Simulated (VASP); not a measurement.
# Sm4TaI (P4/mmm) in VASP: notebook

Sm4TaI is run at these levels: PBE; tasks: single point, relaxation of cell and atoms.

Everything below comes from runs of VASP 6.6.1. Logs are shortened: lines on timing, memory, paths and dates and some standing lists are left out, and cuts for length are marked.

**1. The cell of the first run**

It takes space group P4/mmm (No. 123, tetragonal). Conventional cell: a = 4.744 Å, b = 4.744 Å, c = 6.718 Å, α = 90.00°, β = 90.00°, γ = 90.00°. Within 3.8 Å of Sm (site symmetry 2mm) lie 2 I at 2.89 Å and 2 Ta at 2.92 Å and 6 Sm at 3.30 to 3.42 Å. Within 3.8 Å of Ta (site symmetry 4/mmm) lie 8 Sm at 2.92 Å. Within 3.8 Å of I (site symmetry 4/mmm) lie 8 Sm at 2.89 Å.

The cell was generated, and may not be a known phase.

**2. Single point, PBE**

Input file INCAR:

```
SYSTEM = Sm4TaI
PREC = Accurate
ENCUT = 500
EDIFF = 1E-6
ISMEAR = 0
SIGMA = 0.1
LREAL = .FALSE.
LASPH = .TRUE.
NELM = 200
ALGO = Normal
ISIF = 2
LWAVE = .FALSE.
LCHARG = .TRUE.
GGA = PE
LELF = .TRUE.
LVHAR = .TRUE.
NBANDS = 40
GGA_COMPAT = .FALSE.
LMAXMIX = 6
```

Input file KPOINTS:

```
regular mesh
0
G
  4 4 4
  0 0 0
```

Input file POSCAR:

```
Sm4TaI
1.0
    4.7443956400      0.0000000000      0.0000000000
    0.0000000000      4.7443956400      0.0000000000
    0.0000000000      0.0000000000      6.7177191000
Sm Ta I
4 1 1
Direct
    0.5000000000      0.0000000000      0.7458124800
    0.0000000000      0.5000000000      0.2541875200
    0.5000000000      0.0000000000      0.2541875200
    0.0000000000      0.5000000000      0.7458124800
    0.0000000000      0.0000000000      0.0000000000
    0.5000000000      0.5000000000      0.5000000000
```

Potentials or basis: VASP PAW PBE potentials, release 64 (Sm_3, Ta_pv, I), 4f in core.

Launch:

```sh
cat potpaw_PBE.64/Sm_3/POTCAR potpaw_PBE.64/Ta_pv/POTCAR potpaw_PBE.64/I/POTCAR > POTCAR
mpirun -np 1 vasp_std > vasp.out
```

OUTCAR:

```text
SYSTEM = Sm4TaI
   PREC = Accurate
   ENCUT = 500
   EDIFF = 1E-6
   ISMEAR = 0
   LREAL = .FALSE.
   LASPH = .TRUE.
   NELM = 200
   ISIF = 2
   GGA = PE

 ion  position               nearest neighbor table
   1  0.500  0.000  0.746-   6 2.89   6 2.89   5 2.92   5 2.92   3 3.30   4 3.35   4 3.35   4 3.35
                             4 3.35   3 3.42
   2  0.000  0.500  0.254-   6 2.89   6 2.89   5 2.92   5 2.92   4 3.30   3 3.35   3 3.35   3 3.35
                             3 3.35   4 3.42
   3  0.500  0.000  0.254-   6 2.89   6 2.89   5 2.92   5 2.92   1 3.30   2 3.35   2 3.35   2 3.35
                             2 3.35   1 3.42
   4  0.000  0.500  0.746-   6 2.89   6 2.89   5 2.92   5 2.92   2 3.30   1 3.35   1 3.35   1 3.35
                             1 3.35   2 3.42
   5  0.000  0.000  0.000-   1 2.92   2 2.92   3 2.92   4 2.92   2 2.92   4 2.92   1 2.92   3 2.92

   6  0.500  0.500  0.500-   1 2.89   2 2.89   3 2.89   4 2.89   1 2.89   3 2.89   2 2.89   4 2.89

  LATTYP: Found a simple tetragonal cell.
 ALAT       =     4.7443956400
 C/A-ratio  =     1.4159272560

  Lattice vectors:

 A1 = (   4.7443956400,   0.0000000000,   0.0000000000)
 A2 = (   0.0000000000,   4.7443956400,   0.0000000000)
 A3 = (   0.0000000000,   0.0000000000,   6.7177191000)

Analysis of symmetry for initial positions (statically):
=====================================================================
 Subroutine PRICEL returns:
 Original cell was already a primitive cell.

 Routine SETGRP: Setting up the symmetry group for a
 simple tetragonal supercell.

 Subroutine GETGRP returns: Found 16 space group operations
 (whereof 16 operations were pure point group operations)
 out of a pool of 16 trial point group operations.

The static configuration has the point symmetry D_4h.

Analysis of symmetry for dynamics (positions and initial velocities):
=====================================================================
 Subroutine PRICEL returns:
 Original cell was already a primitive cell.

 Routine SETGRP: Setting up the symmetry group for a
 simple tetragonal supercell.

 Subroutine GETGRP returns: Found 16 space group operations
 (whereof 16 operations were pure point group operations)
 out of a pool of 16 trial point group operations.

The dynamic configuration has the point symmetry D_4h.

 Subroutine INISYM returns: Found 16 space group operations
 (whereof 16 operations are pure point group operations),
 and found     1 'primitive' translations

----------------------------------------------------------------------------------------
[... 99 lines left out ...]
   NFREE  =      0    steps in history (QN), initial steepest desc. (CG)
   ISIF   =      2    stress and relaxation
   ISYM   =      2    0-nonsym 1-usesym 2-fastsym
   POTIM  = 0.5000    time-step for ionic-motion
   TEBEG  =    0.0;   TEEND  =   0.0 temperature during run
   PSTRESS=    0.0 pullay stress
   NELECT =      62.0000    total number of electrons
   NUPDOWN=      -1.0000    fix difference up-down
   EMIN   =  10.00;   EMAX   =-10.00  energy-range for DOS
   EFERMI =   0.00;   METHOD = LEGACY
   ISMEAR =     0;   SIGMA  =   0.10  broadening in eV -4-tet -1-fermi 0-gaus
   EFERMI_NEDOS =   21; number of points for ismear=-14 and -15
   IALGO  =     38    algorithm
   IMIX   =      4    mixing-type and parameters
     AMIX     =   0.40;   BMIX     =  1.00
     AMIX_MAG =   1.60;   BMIX_MAG =  1.00
  volume/ion in A,a.u.               =      25.20       170.07
  Fermi-wavevector in a.u.,A,eV,Ry     =   1.216216  2.298316 20.125497  1.479182
  Thomas-Fermi vector in A             =   2.351578
   LORBIT       =      0    0 simple, 1 ext, 2 COOP (PROOUT), +10 PAW based schemes
   GGA     = PE    functional components
   LHFCALC =     F    Hartree Fock is set to
   AEXX    =    0.0000 exact exchange contribution
   IVDW    =     0    specifies the selected vdW correction
   LEPSILON=     F    determine dielectric tensor
   LRPA    =     F    only Hartree local field effects (RPA)
 non-spin polarized calculation
 Gauss-broadening in eV      SIGMA  =   0.10
  energy-cutoff  :      500.00
  volume of cell :      151.21
 maximum number of plane-waves:      3872
 NGX is ok and might be reduce to    36
   NGX = 17   NGY = 17   NGZ = 25

 number of electron      62.0000001 magnetization

 Free energy of the ion-electron system (eV)
  ---------------------------------------------------
  ext. energy  EPLUGINS =         0.00000000
  ---------------------------------------------------
  free energy    TOTEN  =       -27.73421568 eV

  energy without entropy =      -27.69189797  energy(sigma->0) =      -27.71305683

 E-fermi :   5.2950     XC(G=0): -10.8039

 val. band max:        5.2845426902   @ k =   0.5000   0.2500   0.2500
 cond. band min:       5.3025901185   @ k =   0.2500   0.0000   0.2500
 fundamental gap:      0.0180474283
 Fermi energy:         5.2950086676

 k-point     1 :       0.0000    0.0000    0.0000
  band No.  band energies     occupation
      1     -35.1751      2.00000
      2     -35.0904      2.00000
      3     -34.9981      2.00000
      4     -34.9147      2.00000
      5     -28.1539      2.00000
      6     -28.1381      2.00000
[... 763 lines left out ...]
     39       7.8390      0.00000
     40       7.8390      0.00000

------------------------ aborting loop because EDIFF is reached ----------------------------------------

  FORCE on cell =-STRESS in cart. coord.  units (eV):
  Direction    XX          YY          ZZ          XY          YZ          ZX
  --------------------------------------------------------------------------------------
  -------------------------------------------------------------------------------------
  Total       19.5481449     19.5481449     18.4476204      0.0000000      0.0000000      0.0000000
  in kB      207.1249878    207.1249878    195.4642327      0.0000000      0.0000000      0.0000000
  external PRESSURE =     203.2380694 kB  Pullay stress =       0.0000000 kB

 VOLUME and BASIS-vectors are now :
 -----------------------------------------------------------------------------
  energy-cutoff  :      500.00
  volume of cell :      151.21
      direct lattice vectors                 reciprocal lattice vectors
     4.744395640  0.000000000  0.000000000     0.210775002  0.000000000  0.000000000
     0.000000000  4.744395640  0.000000000     0.000000000  0.210775002  0.000000000
     0.000000000  0.000000000  6.717719100     0.000000000  0.000000000  0.148860050

 POSITION                                       TOTAL-FORCE (eV/Angst)
 -----------------------------------------------------------------------------------
      2.37220      0.00000      5.01016        -0.000000      0.000000      1.766801
      0.00000      2.37220      1.70756        -0.000000     -0.000000     -1.766801
      2.37220      0.00000      1.70756        -0.000000      0.000000     -1.766801
      0.00000      2.37220      5.01016         0.000000     -0.000000      1.766801
      0.00000      0.00000      0.00000        -0.000000      0.000000     -0.000000
      2.37220      2.37220      3.35886        -0.000000      0.000000     -0.000000
 -----------------------------------------------------------------------------------
    total drift:                                0.000000     -0.000000      0.000000

  FREE ENERGIE OF THE ION-ELECTRON SYSTEM (eV)
  ---------------------------------------------------
  free  energy   TOTEN  =       -27.7342156846 eV

  energy  without entropy=      -27.6918979687  energy(sigma->0) =      -27.71305683
```

Run time: 50 s. Hardware: 1 thread of Intel Xeon 6975P-C (Granite Rapids), shared host; peak memory 0.29 GiB.

Results:

| Property | Result |
| --- | --- |
| Free energy | -27.7342 eV |
| Pressure | 20.3 GPa |
| Largest force | 1.767 eV/Å |
| Band gap on the k mesh | zero (bands 31 and 32 overlap by 0.26 eV) |

Forces on the atoms (eV/Å):
```
Sm   0.000  0.000  1.767
Sm   0.000  0.000 -1.767
Sm   0.000  0.000 -1.767
Sm   0.000  0.000  1.767
Ta   0.000  0.000  0.000
I    0.000  0.000  0.000
```

Stress tensor (GPa, compression positive):
```
20.71  0.00  0.00
 0.00 20.71  0.00
 0.00  0.00 19.55
```

Caveat: the cell stands under pressure; spin-orbit coupling is left out, which moves the levels of the heavy elements; the 4f electrons are frozen in the core, so they carry no moment and show no levels; the run has no spin polarisation, though such a crystal can be magnetic; forces of over 1 eV/Å act on the atoms, so gaps and moduli don't describe the material at rest.

**3. Single point, PBE**

This run uses another cell than the first one, of 33.40 Å³/atom.

Input file INCAR:

```
SYSTEM = Sm4TaI
PREC = Accurate
ENCUT = 500
EDIFF = 1E-6
ISMEAR = 0
SIGMA = 0.1
LREAL = .False.
LASPH = .True.
NELM = 200
ALGO = Normal
ISIF = 2
LWAVE = .False.
LCHARG = .False.
GGA = PE
NBANDS = 40
GGA_COMPAT = .False.
LMAXMIX = 6
```

Input file KPOINTS:

```
regular mesh
0
Gamma
  4 4 4
  0 0 0
```

Input file POSCAR:

```
Sm4TaI
1.0
    5.1876981377      0.0000000000      0.0000000000
    0.0000000000      5.1876981377      0.0000000000
    0.0000000000      0.0000000000      7.4460687585
Sm Ta I
4 1 1
Direct
    0.5000000000      0.0000000000      0.7765828133
    0.0000000000      0.5000000000      0.2234171867
    0.5000000000      0.0000000000      0.2234171867
    0.0000000000      0.5000000000      0.7765828133
    0.0000000000      0.0000000000      0.0000000000
    0.5000000000      0.5000000000      0.5000000000
```

Potentials or basis: VASP PAW PBE potentials, release 64 (Sm_3, Ta_pv, I), 4f in core.

Launch:

```sh
cat potpaw_PBE.64/Sm_3/POTCAR potpaw_PBE.64/Ta_pv/POTCAR potpaw_PBE.64/I/POTCAR > POTCAR
mpirun -np 1 vasp_std > vasp.out
```

OUTCAR:

```text
SYSTEM = Sm4TaI
   PREC = Accurate
   ENCUT = 500
   EDIFF = 1E-6
   ISMEAR = 0
   LREAL = .False.
   LASPH = .True.
   NELM = 200
   ISIF = 2
   GGA = PE

 ion  position               nearest neighbor table
   1  0.500  0.000  0.777-   5 3.08   5 3.08   6 3.31   6 3.31   3 3.33   4 3.67   4 3.67   4 3.67
                             4 3.67
   2  0.000  0.500  0.223-   5 3.08   5 3.08   6 3.31   6 3.31   4 3.33   3 3.67   3 3.67   3 3.67
                             3 3.67
   3  0.500  0.000  0.223-   5 3.08   5 3.08   6 3.31   6 3.31   1 3.33   2 3.67   2 3.67   2 3.67
                             2 3.67
   4  0.000  0.500  0.777-   5 3.08   5 3.08   6 3.31   6 3.31   2 3.33   1 3.67   1 3.67   1 3.67
                             1 3.67
   5  0.000  0.000  0.000-   1 3.08   2 3.08   3 3.08   4 3.08   2 3.08   4 3.08   1 3.08   3 3.08

   6  0.500  0.500  0.500-   1 3.31   2 3.31   3 3.31   4 3.31   1 3.31   3 3.31   2 3.31   4 3.31

  LATTYP: Found a simple tetragonal cell.
 ALAT       =     5.1876981377
 C/A-ratio  =     1.4353319258

  Lattice vectors:

 A1 = (   5.1876981377,   0.0000000000,   0.0000000000)
 A2 = (   0.0000000000,   5.1876981377,   0.0000000000)
 A3 = (   0.0000000000,   0.0000000000,   7.4460687585)

Analysis of symmetry for initial positions (statically):
=====================================================================
 Subroutine PRICEL returns:
 Original cell was already a primitive cell.

 Routine SETGRP: Setting up the symmetry group for a
 simple tetragonal supercell.

 Subroutine GETGRP returns: Found 16 space group operations
 (whereof 16 operations were pure point group operations)
 out of a pool of 16 trial point group operations.

The static configuration has the point symmetry D_4h.

Analysis of symmetry for dynamics (positions and initial velocities):
=====================================================================
 Subroutine PRICEL returns:
 Original cell was already a primitive cell.

[... 130 lines left out ...]
  Fermi-wavevector in a.u.,A,eV,Ry     =   1.107252  2.092403 16.680846  1.226008
  Thomas-Fermi vector in A             =   2.243764
   LORBIT       =      0    0 simple, 1 ext, 2 COOP (PROOUT), +10 PAW based schemes
   GGA     = PE    functional components
   LHFCALC =     F    Hartree Fock is set to
   AEXX    =    0.0000 exact exchange contribution
   IVDW    =     0    specifies the selected vdW correction
   LEPSILON=     F    determine dielectric tensor
   LRPA    =     F    only Hartree local field effects (RPA)
 non-spin polarized calculation
 Gauss-broadening in eV      SIGMA  =   0.10
  energy-cutoff  :      500.00
  volume of cell :      200.39
 maximum number of plane-waves:      5123
 NGX is ok and might be reduce to    40
   NGX = 19   NGY = 19   NGZ = 27

 number of electron      61.9999999 magnetization

 Free energy of the ion-electron system (eV)
  ---------------------------------------------------
  ext. energy  EPLUGINS =         0.00000000
  ---------------------------------------------------
  free energy    TOTEN  =       -30.67139065 eV

  energy without entropy =      -30.62590704  energy(sigma->0) =      -30.64864885

 E-fermi :   3.6130     XC(G=0):  -9.5240

 val. band max:        3.6097054432   @ k =   0.5000   0.0000   0.5000
 cond. band min:       3.6197380122   @ k =   0.5000   0.0000   0.2500
 fundamental gap:      0.0100325690
 Fermi energy:         3.6129601136

 k-point     1 :       0.0000    0.0000    0.0000
  band No.  band energies     occupation
      1     -37.4943      2.00000
      2     -37.4510      2.00000
      3     -37.4394      2.00000
      4     -37.3954      2.00000
      5     -30.2169      2.00000
      6     -30.0648      2.00000
[... 763 lines left out ...]
     39       5.9179      0.00000
     40       6.4624      0.00000

------------------------ aborting loop because EDIFF is reached ----------------------------------------

  FORCE on cell =-STRESS in cart. coord.  units (eV):
  Direction    XX          YY          ZZ          XY          YZ          ZX
  --------------------------------------------------------------------------------------
  -------------------------------------------------------------------------------------
  Total        0.3308093      0.3308093      0.3460743      0.0000000      0.0000000      0.0000000
  in kB        2.6449162      2.6449162      2.7669636      0.0000000      0.0000000      0.0000000
  external PRESSURE =       2.6855986 kB  Pullay stress =       0.0000000 kB

 VOLUME and BASIS-vectors are now :
 -----------------------------------------------------------------------------
  energy-cutoff  :      500.00
  volume of cell :      200.39
      direct lattice vectors                 reciprocal lattice vectors
     5.187698138  0.000000000  0.000000000     0.192763722  0.000000000  0.000000000
     0.000000000  5.187698138  0.000000000     0.000000000  0.192763722  0.000000000
     0.000000000  0.000000000  7.446068759     0.000000000  0.000000000  0.134299055

 POSITION                                       TOTAL-FORCE (eV/Angst)
 -----------------------------------------------------------------------------------
      2.59385      0.00000      5.78249        -0.000000     -0.000000      0.003658
      0.00000      2.59385      1.66358        -0.000000      0.000000     -0.003658
      2.59385      0.00000      1.66358         0.000000     -0.000000     -0.003658
      0.00000      2.59385      5.78249        -0.000000      0.000000      0.003658
      0.00000      0.00000      0.00000        -0.000000     -0.000000      0.000000
      2.59385      2.59385      3.72303        -0.000000     -0.000000      0.000000
 -----------------------------------------------------------------------------------
    total drift:                                0.000000      0.000000      0.000000

  FREE ENERGIE OF THE ION-ELECTRON SYSTEM (eV)
  ---------------------------------------------------
  free  energy   TOTEN  =       -30.6713906523 eV

  energy  without entropy=      -30.6259070433  energy(sigma->0) =      -30.64864885
```

OSZICAR:

```text
N       E                     dE             d eps       ncg     rms          rms(c)
DAV:   1     0.589087509375E+03    0.58909E+03   -0.29938E+04  1448   0.137E+03
DAV:   2    -0.931812496861E+01   -0.59841E+03   -0.58347E+03  1592   0.385E+02
DAV:   3    -0.329815185470E+02   -0.23663E+02   -0.22826E+02  1880   0.690E+01
DAV:   4    -0.335453130901E+02   -0.56379E+00   -0.55822E+00  1776   0.982E+00
DAV:   5    -0.335689570257E+02   -0.23644E-01   -0.23625E-01  1856   0.176E+00    0.126E+01
DAV:   6    -0.315019152976E+02    0.20670E+01   -0.17026E+01  1816   0.104E+01    0.780E+00
DAV:   7    -0.309493863492E+02    0.55253E+00   -0.76374E+00  1728   0.689E+00    0.431E+00
DAV:   8    -0.306827392874E+02    0.26665E+00   -0.20440E+00  1840   0.297E+00    0.175E+00
DAV:   9    -0.306738568983E+02    0.88824E-02   -0.17746E-01  1832   0.157E+00    0.528E-01
DAV:  10    -0.306712742589E+02    0.25826E-02   -0.15511E-02  1808   0.392E-01    0.196E-01
DAV:  11    -0.306713825303E+02   -0.10827E-03   -0.15542E-03  1944   0.155E-01    0.622E-02
DAV:  12    -0.306713965098E+02   -0.13979E-04   -0.23572E-04  1872   0.503E-02    0.217E-02
DAV:  13    -0.306713906422E+02    0.58676E-05   -0.22367E-05  1712   0.135E-02    0.599E-03
DAV:  14    -0.306713906523E+02   -0.10154E-07   -0.28113E-06  1536   0.577E-03
   1 F= -.30671391E+02 E0= -.30648649E+02  d E =-.454836E-01
```

It took 79 s on 1 thread of Intel Xeon 6975P-C (Granite Rapids), shared host; peak memory 0.36 GiB.

Results:

```
Free energy            : -30.6714 eV
Pressure               : 0.3 GPa
Largest force          : 0.004 eV/Å
Band gap on the k mesh : zero (bands 31 and 32 overlap by 0.50 eV)
```

Forces on the atoms (eV/Å):
```
Sm   0.000  0.000  0.004
Sm   0.000  0.000 -0.004
Sm   0.000  0.000 -0.004
Sm   0.000  0.000  0.004
Ta   0.000  0.000  0.000
I    0.000  0.000  0.000
```

Levels at points of the mesh, in eV from the Fermi level:
```tsv
k point	band 28	band 29	band 30	band 31	band 32	band 33	band 34	band 35
(0.00, 0.00, 0.00)	-1.14	-1.12	0.11	0.34	0.34	0.34	0.34	0.82
(0.50, 0.00, 0.00)	-0.59	-0.46	-0.43	0.02	0.04	0.38	0.63	1.27
(0.50, 0.50, 0.00)	-0.83	-0.43	-0.43	-0.34	0.24	0.24	0.98	0.98
(0.00, 0.00, 0.50)	-0.71	-0.41	-0.20	-0.03	-0.03	0.36	0.36	0.86
(0.50, 0.00, 0.50)	-0.71	-0.35	-0.31	0.00	0.48	0.55	0.79	1.12
(0.50, 0.50, 0.50)	-1.16	-1.16	-0.68	-0.28	0.05	1.02	1.02	1.45
```

Caveat: spin-orbit coupling is left out, which moves the levels of the heavy elements; the 4f electrons are frozen in the core, so they carry no moment and show no levels; the run has no spin polarisation, though such a crystal can be magnetic.

(Part 1 of 2 ends here.)
